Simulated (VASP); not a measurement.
# Ta3Cu: single point with PBE

Crystal: Ta3Cu.

```
CELL_PARAMETERS angstrom
-2.01980 2.01980 4.23604
2.01980 -2.01980 4.23604
2.01980 2.01980 -4.23604
ATOMIC_POSITIONS crystal
Ta 0.50000 0.50000 0.00000
Ta 0.25000 0.75000 0.50000
Ta 0.75000 0.25000 0.50000
Cu 0.00000 0.00000 0.00000
```

```
Program                : VASP 6.6.1
Task                   : single point
Functional             : PBE
Potentials or basis    : VASP PAW PBE potentials, release 64 (Ta_pv, Cu)
Cutoff                 : 520 eV
k mesh                 : 9 × 9 × 9
Occupations            : fermi-dirac, width 0.05 eV
Spin                   : no spin polarisation
Dipole correction      : no
Further INCAR settings : ALGO = Fast; EDIFF = 1e-06; NBANDS = 30
```

| Item | Value |
| --- | --- |
| Pressure | -2.8 GPa |
| Band gap on the k mesh | zero (bands 22 and 23 overlap by 1.27 eV) |

Stress tensor (GPa, compression positive):
```
-2.71  0.00  0.00
 0.00 -2.71  0.00
 0.00  0.00 -3.12
```

Levels at points of the mesh, in eV from the Fermi level:
| k point | band 20 | band 21 | band 22 | band 23 | band 24 | band 25 |
| --- | --- | --- | --- | --- | --- | --- |
| (0.00, 0.00, 0.00) | -1.59 | -0.17 | -0.17 | 0.06 | 1.93 | 2.20 |

Run time: 8.9 min on 1 thread of Intel Xeon 8259CL (shared host), peak memory 0.33 GiB.

Caveat: spin-orbit coupling is left out, which moves the levels of the heavy elements.
